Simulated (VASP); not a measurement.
Set up this calculation in VASP 6.6.1, as the native input.

```
Task                   : single point
Functional             : LDA
Potentials or basis    : VASP PAW LDA potentials, release 64 (Ba_sv, Ti_sv, O)
Cutoff                 : 520 eV
k mesh                 : 11 × 11 × 11
Occupations            : gaussian, width 0.1 eV
Spin                   : no spin polarisation
Dipole correction      : no
Further INCAR settings : ALGO = Normal; EDIFF = 1e-06; NBANDS = 28
```

The structure of BaTiO3 lies in POSCAR:

```
BaTiO3
1.0
    3.9998000000      0.0000000000      0.0000000000
    0.0000000000      3.9998000000      0.0000000000
    0.0000000000      0.0000000000      4.0180000000
Ba Ti O
1 1 3
Direct
    0.0000000000      0.0000000000      0.0000000000
    0.5000000000      0.5000000000      0.4900000000
    0.0000000000      0.5000000000      0.5170000000
    0.5000000000      0.0000000000      0.5170000000
    0.5000000000      0.5000000000      0.0190000000
```

One way to write it, as run:

INCAR

```
  PREC = Accurate
  ENCUT = 520
  EDIFF = 1E-6
  ISMEAR = 0
  SIGMA = 0.1
  LREAL = False
  LASPH = True
  NELM = 100
  ALGO = Normal
  ISIF = 2
  LWAVE = False
  LCHARG = True
  LELF = True
  LVHAR = True
  NBANDS = 28
```

KPOINTS

```
Automatic mesh
0
Gamma
  11 11 11
```

Potentials or basis: VASP PAW LDA potentials, release 64 (Ba_sv, Ti_sv, O).

Launch:

```console
$ cat potpaw_LDA.64/Ba_sv/POTCAR potpaw_LDA.64/Ti_sv/POTCAR potpaw_LDA.64/O/POTCAR > POTCAR
$ mpirun -np 1 vasp_std > vasp.out
```

It gave:

| Property | Result |
| --- | --- |
| Pressure | -6.5 GPa |
| Largest force | 0.365 eV/Å |
| Band gap on the k mesh | 1.73 eV, indirect (least direct gap 1.97 eV) |

Caveat: spin-orbit coupling is left out, which moves the levels of the heavy elements.

Run time: 110 s on 1 thread of Intel(R) Xeon(R) 6975P-C (Granite Rapids), on a shared host, peak memory 0.32 GiB.
